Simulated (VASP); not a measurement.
# Fe (P6_3/mmc) in VASP: further runs

The runs below take Fe through single point, with LDA, PBEsol.

Everything below comes from runs of VASP 6.6.1. Logs are shortened: lines on timing, memory, paths and dates and some standing lists are left out, and cuts for length are marked.

## Step 1: The cell of the first run

The structure is hexagonal, space group P6_3/mmc (No. 194). The conventional cell has a = 2.482 Å, b = 2.482 Å, c = 3.917 Å, α = 90.00°, β = 90.00°, γ = 120.00°. Fe (site symmetry -6m2) has 12 Fe at 2.43 to 2.48 Å within 3.2 Å.

This isn't the form of Fe at room conditions, which is bcc.

## Step 2: Single point, LDA, collinear spin, ferromagnetic start (10.45 Å³/atom)

INCAR

```
ALGO = Normal ; EDIFF = 1E-6
ENCUT = 520 ; GGA = CA
ISIF = 2 ; ISMEAR = -1
ISPIN = 2 ; LASPH = T
LCHARG = T ; LELF = T
LMAXMIX = 4 ; LORBIT = 11
LREAL = F ; LVHAR = T
LWAVE = F ; MAGMOM = 3 3
NBANDS = 19 ; NELM = 150
PREC = Accurate ; SIGMA = 0.05
```

KPOINTS

```
k-points
0
Gamma
  12 12 7
```

POSCAR

```
Fe
1.0
    2.4818982858      0.0000000000      0.0000000000
   -1.2409491429      2.1493869651      0.0000000000
    0.0000000000      0.0000000000      3.9172856485
Fe
2
Direct
    0.6666666667      0.3333333333      0.7500000000
    0.3333333333      0.6666666667      0.2500000000
```

Potentials or basis: VASP PAW LDA potentials, release 64 (Fe).

The run is started by

```console
> cat potpaw_LDA.64/Fe/POTCAR > POTCAR
> mpirun -np 1 vasp_std > vasp.out
```

OUTCAR:

```text
EDIFF = 1E-6
   ENCUT = 520
   GGA = CA
   ISIF = 2
   ISMEAR = -1
   ISPIN = 2
   LASPH = T
   LORBIT = 11
   LREAL = F
   NELM = 150
   PREC = Accurate

 ion  position               nearest neighbor table
   1  0.667  0.333  0.750-   2 2.43   2 2.43   2 2.43   2 2.43   2 2.43   2 2.43
   2  0.333  0.667  0.250-   1 2.43   1 2.43   1 2.43   1 2.43   1 2.43   1 2.43

  LATTYP: Found a hexagonal cell.
 ALAT       =     2.4818982858
 C/A-ratio  =     1.5783425416

  Lattice vectors:

 A1 = (   2.4818982858,   0.0000000000,   0.0000000000)
 A2 = (  -1.2409491429,   2.1493869651,   0.0000000000)
 A3 = (   0.0000000000,   0.0000000000,   3.9172856485)

Analysis of symmetry for initial positions (statically):
=====================================================================
 Subroutine PRICEL returns:
 Original cell was already a primitive cell.

 Routine SETGRP: Setting up the symmetry group for a
 hexagonal supercell.

 Subroutine GETGRP returns: Found 24 space group operations
 (whereof 12 operations were pure point group operations)
 out of a pool of 24 trial point group operations.

The static configuration has the point symmetry D_3d.
 The point group associated with its full space group is D_6h.

Analysis of symmetry for dynamics (positions and initial velocities):
=====================================================================
 Subroutine PRICEL returns:
 Original cell was already a primitive cell.

 Routine SETGRP: Setting up the symmetry group for a
 hexagonal supercell.

 Subroutine GETGRP returns: Found 24 space group operations
 (whereof 12 operations were pure point group operations)
 out of a pool of 24 trial point group operations.

The dynamic configuration has the point symmetry D_3d.
 The point group associated with its full space group is D_6h.

Analysis of structural, dynamic, and magnetic symmetry:
=====================================================================
 Subroutine PRICEL returns:
 Original cell was already a primitive cell.

 Routine SETGRP: Setting up the symmetry group for a
 hexagonal supercell.

 Subroutine GETGRP returns: Found 24 space group operations
 (whereof 12 operations were pure point group operations)
 out of a pool of 24 trial point group operations.

The overall configuration has the point symmetry D_3d.
 The point group associated with its full space group is D_6h.

 Subroutine INISYM returns: Found 24 space group operations
 (whereof 12 operations are pure point group operations),
 and found     1 'primitive' translations

----------------------------------------------------------------------------------------

                                     Primitive cell

  volume of cell :      20.8970

  direct lattice vectors                    reciprocal lattice vectors
     2.481898286  0.000000000  0.000000000     0.402917398  0.232624468  0.000000000
    -1.240949143  2.149386965  0.000000000     0.000000000  0.465248937  0.000000000
     0.000000000  0.000000000  3.917285649     0.000000000  0.000000000  0.255278805

  length of vectors
     2.481898286  2.481898286  3.917285649     0.465248937  0.465248937  0.255278805

  position of ions in fractional coordinates (direct lattice)
     0.666666667  0.333333333  0.750000000
     0.333333333  0.666666667  0.250000000

  ion indices of the primitive-cell ions
   primitive index   ion index
                 1           1
                 2           2

----------------------------------------------------------------------------------------

 KPOINTS: k-points

Automatic generation of k-mesh.
 Grid dimensions read from file:
 generate k-points for:   12   12    7

 Generating k-lattice:

  Cartesian coordinates                     Fractional coordinates (reciprocal lattice)
     0.033576450  0.019385372  0.000000000     0.083333333 -0.000000000  0.000000000
     0.000000000  0.038770745  0.000000000     0.000000000  0.083333333  0.000000000
     0.000000000  0.000000000  0.036468401     0.000000000  0.000000000  0.142857143

  Length of vectors
     0.038770745  0.038770745  0.036468401

  Shift w.r.t. Gamma in fractional coordinates (k-lattice)
     0.000000000  0.000000000  0.000000000

 Subroutine IBZKPT returns following result:
 ===========================================

 Found     76 irreducible k-points:

 Following reciprocal coordinates:
            Coordinates               Weight
  0.000000  0.000000  0.000000      1.000000
  0.083333 -0.000000  0.000000      6.000000
  0.166667  0.000000  0.000000      6.000000
  0.250000  0.000000  0.000000      6.000000
  0.333333  0.000000  0.000000      6.000000
  0.416667  0.000000  0.000000      6.000000
[... 16 lines left out ...]
  0.250000  0.000000  0.142857     12.000000
  0.333333  0.000000  0.142857     12.000000
 [... further k-points ...]
   k-points           NKPTS =     76   k-points in BZ     NKDIM =     76   number of bands    NBANDS=     19
   number of dos      NEDOS =    301   number of ions     NIONS =      2
   total plane-waves  NPLWV =   9720
   dimension x,y,z NGX =    18 NGY =   18 NGZ =   30
   dimension x,y,z NGXF=    36 NGYF=   36 NGZF=   60
   ions per type =               2
   NGX,Y,Z   is equivalent  to a cutoff of  12.06, 12.06, 12.73 a.u.
   NGXF,Y,Z  is equivalent  to a cutoff of  24.11, 24.11, 25.46 a.u.
 SYSTEM =  unknown system
   PREC   = accura    normal or accurate (medium, high low for compatibility)
   ISTART =      0    job   : 0-new  1-cont  2-samecut
   ICHARG =      2    charge: 1-file 2-atom 10-const
   ISPIN  =      2    spin polarized calculation?
   LNONCOLLINEAR =      F non collinear calculations
   LSORBIT =      F    spin-orbit coupling
   LASPH  =      T    aspherical Exc in radial PAW
   ENCUT  =  520.0 eV  38.22 Ry    6.18 a.u.   4.61  4.61  7.28*2*pi/ulx,y,z
   NELM   =    150;   NELMIN=  2; NELMDL= -5     # of ELM steps
   EDIFF  = 0.1E-05   stopping-criterion for ELM
   LREAL  =      F    real-space projection
   EDIFFG = 0.1E-04   stopping-criterion for IOM
   NSW    =      0    number of steps for IOM
   IBRION =     -1    ionic relax: 0-MD 1-quasi-New 2-CG
   NFREE  =      0    steps in history (QN), initial steepest desc. (CG)
   ISIF   =      2    stress and relaxation
   ISYM   =      2    0-nonsym 1-usesym 2-fastsym
   POTIM  = 0.5000    time-step for ionic-motion
   TEBEG  =    0.0;   TEEND  =   0.0 temperature during run
   PSTRESS=    0.0 pullay stress
   NELECT =      16.0000    total number of electrons
   NUPDOWN=      -1.0000    fix difference up-down
   EMIN   =  10.00;   EMAX   =-10.00  energy-range for DOS
   EFERMI =   0.00;   METHOD = LEGACY
   ISMEAR =    -1;   SIGMA  =   0.05  broadening in eV -4-tet -1-fermi 0-gaus
   EFERMI_NEDOS =   21; number of points for ismear=-14 and -15
   IALGO  =     38    algorithm
   IMIX   =      4    mixing-type and parameters
     AMIX     =   0.40;   BMIX     =  1.00
     AMIX_MAG =   1.60;   BMIX_MAG =  1.00
  volume/ion in A,a.u.               =      10.45        70.51
  Fermi-wavevector in a.u.,A,eV,Ry     =   1.497684  2.830213 30.518652  2.243058
  Thomas-Fermi vector in A             =   2.609540
   LORBIT       =     11    0 simple, 1 ext, 2 COOP (PROOUT), +10 PAW based schemes
   GGA     = CA    functional components
   LHFCALC =     F    Hartree Fock is set to
   AEXX    =    0.0000 exact exchange contribution
   IVDW    =     0    specifies the selected vdW correction
   LEPSILON=     F    determine dielectric tensor
   LRPA    =     F    only Hartree local field effects (RPA)
 spin polarized calculation
  energy-cutoff  :      520.00
  volume of cell :       20.90
 maximum number of plane-waves:       576
   NGX =  9   NGY =  9   NGZ = 15

 number of electron      15.9999995 magnetization       0.0015171

 number of electron      15.9999995 magnetization      -0.0005969

 Free energy of the ion-electron system (eV)
  ---------------------------------------------------
  ext. energy  EPLUGINS =         0.00000000
  ---------------------------------------------------
  free energy    TOTEN  =       -18.67663946 eV

  energy without entropy =      -18.65573389  energy(sigma->0) =      -18.66618668

 E-fermi :   6.4916     XC(G=0): -13.9283

 val. band max:        6.4767180982   @ k =   0.3333   0.3333   0.2857
 cond. band min:       6.4970648052   @ k =   0.3333   0.2500   0.2857
 fundamental gap:      0.0203467070
 Fermi energy:         6.4915703112

 spin component 1

 k-point     1 :       0.0000    0.0000    0.0000
  band No.  band energies     occupation
      1      -2.2484      1.00000
      2       1.6816      1.00000
      3       4.8690      1.00000
      4       4.8690      1.00000
      5       4.9990      1.00000
      6       5.3204      1.00000
[... 11 lines left out ...]
     18      32.7813      0.00000
     19      33.0827      0.00000

 k-point     2 :       0.0833   -0.0000    0.0000
  band No.  band energies     occupation
      1      -1.9965      1.00000
      2       1.8433      1.00000
      3       4.5873      1.00000
      4       5.0089      1.00000
      5       5.2080      1.00000
      6       5.2747      1.00000
[... 11 lines left out ...]
     18      32.7696      0.00000
     19      34.2093      0.00000

 k-point     3 :       0.1667    0.0000    0.0000
  band No.  band energies     occupation
      1      -1.2716      1.00000
      2       2.2447      1.00000
      3       4.1942      1.00000
      4       4.5139      1.00000
      5       5.0592      1.00000
      6       5.3185      1.00000
[... 11 lines left out ...]
     18      32.5753      0.00000
     19      33.6883      0.00000

 k-point     4 :       0.2500    0.0000    0.0000
  band No.  band energies     occupation
      1      -0.1848      1.00000
      2       2.5787      1.00000
      3       3.6390      1.00000
      4       3.9141      1.00000
      5       4.9513      1.00000
      6       5.0429      1.00000
[... 407 lines left out ...]
     18      31.4460      0.00000
     19      34.3395      0.00000

 k-point    23 :       0.2500    0.0000    0.1429
  band No.  band energies     occupation
      1      -0.0173      1.00000
      2       2.6362      1.00000
      3       3.4961      1.00000
      4       3.9650      1.00000
      5       4.7872      1.00000
      6       5.0757      1.00000
[... 11 lines left out ...]
     18      30.9409      0.00000
     19      32.9976      0.00000

 k-point    24 :       0.3333    0.0000    0.1429
  band No.  band energies     occupation
      1       1.0730      1.00000
      2       2.5633      1.00000
      3       3.0158      1.00000
      4       3.8859      1.00000
      5       4.8856      1.00000
      6       4.9394      1.00000
[... 11 lines left out ...]
     18      30.0990      0.00000
     19      31.1397      0.00000

 [... further k-points ...]

 spin component 2

 k-point     1 :       0.0000    0.0000    0.0000
  band No.  band energies     occupation
      1      -2.2485      1.00000
      2       1.6813      1.00000
      3       4.8687      1.00000
      4       4.8687      1.00000
      5       4.9986      1.00000
      6       5.3200      1.00000
[... 11 lines left out ...]
     18      32.7812      0.00000
     19      33.0826      0.00000

 k-point     2 :       0.0833   -0.0000    0.0000
  band No.  band energies     occupation
      1      -1.9966      1.00000
      2       1.8431      1.00000
      3       4.5870      1.00000
      4       5.0086      1.00000
      5       5.2077      1.00000
      6       5.2743      1.00000
[... 11 lines left out ...]
     18      32.7695      0.00000
     19      34.2093      0.00000

 k-point     3 :       0.1667    0.0000    0.0000
  band No.  band energies     occupation
      1      -1.2717      1.00000
      2       2.2444      1.00000
      3       4.1939      1.00000
      4       4.5137      1.00000
      5       5.0588      1.00000
      6       5.3183      1.00000
[... 11 lines left out ...]
     18      32.5752      0.00000
     19      33.6883      0.00000

 k-point     4 :       0.2500    0.0000    0.0000
  band No.  band energies     occupation
      1      -0.1849      1.00000
      2       2.5784      1.00000
      3       3.6389      1.00000
      4       3.9138      1.00000
      5       4.9510      1.00000
      6       5.0427      1.00000
[... 407 lines left out ...]
     18      31.4459      0.00000
     19      34.3394      0.00000

 k-point    23 :       0.2500    0.0000    0.1429
  band No.  band energies     occupation
      1      -0.0174      1.00000
      2       2.6359      1.00000
      3       3.4959      1.00000
      4       3.9647      1.00000
      5       4.7869      1.00000
      6       5.0755      1.00000
[... 11 lines left out ...]
     18      30.9408      0.00000
     19      32.9975      0.00000

 k-point    24 :       0.3333    0.0000    0.1429
  band No.  band energies     occupation
      1       1.0728      1.00000
      2       2.5630      1.00000
      3       3.0156      1.00000
      4       3.8856      1.00000
      5       4.8853      1.00000
      6       4.9390      1.00000
[... 11 lines left out ...]
     18      30.0989      0.00000
     19      31.1395      0.00000

 [... further k-points ...]
[... 5 lines left out ...]
  --------------------------------------------------------------------------------------
  -------------------------------------------------------------------------------------
  Total       -3.3675231     -3.3675231     -3.3545297      0.0000000     -0.0000000      0.0000000
  in kB     -258.1887613   -258.1887613   -257.1925584      0.0000000     -0.0000000      0.0000000
  external PRESSURE =    -257.8566936 kB  Pullay stress =       0.0000000 kB

 VOLUME and BASIS-vectors are now :
 -----------------------------------------------------------------------------
  energy-cutoff  :      520.00
  volume of cell :       20.90
      direct lattice vectors                 reciprocal lattice vectors
     2.481898286  0.000000000  0.000000000     0.402917398  0.232624468  0.000000000
    -1.240949143  2.149386965  0.000000000     0.000000000  0.465248937  0.000000000
     0.000000000  0.000000000  3.917285649     0.000000000  0.000000000  0.255278805

 POSITION                                       TOTAL-FORCE (eV/Angst)
 -----------------------------------------------------------------------------------
      1.24095      0.71646      2.93796         0.000000      0.000000      0.000000
     -0.00000      1.43292      0.97932        -0.000000     -0.000000      0.000000
 -----------------------------------------------------------------------------------
    total drift:                               -0.000000      0.000000     -0.000000

  FREE ENERGIE OF THE ION-ELECTRON SYSTEM (eV)
  ---------------------------------------------------
  free  energy   TOTEN  =       -18.6766394625 eV

  energy  without entropy=      -18.6557338936  energy(sigma->0) =      -18.66618668

 total charge

# of ion       s       p       d       tot
------------------------------------------
    1        0.524   0.605   6.328   7.457
    2        0.524   0.605   6.328   7.457
--------------------------------------------------
tot          1.047   1.210  12.656  14.914

 magnetization (x)

# of ion       s       p       d       tot
------------------------------------------
    1        0.000   0.000  -0.000  -0.000
    2        0.000   0.000  -0.000  -0.000
--------------------------------------------------
tot          0.000   0.000  -0.000  -0.000
```

Wall time 65 s (1 thread of Intel Xeon 8259CL, shared host); peak memory 0.15 GiB.

Results:

```yaml
Free_energy: -18.6766 eV
Pressure: -25.8 GPa
Band_gap_on_the_k_mesh: zero (filled and empty bands overlap)
Net_moment: 0.00 μB per cell
Valence_electrons_inside_the_program's_atomic_spheres: Fe 7.46
```

Caveat: the cell stands under tension.

[end of part 1 of 2]
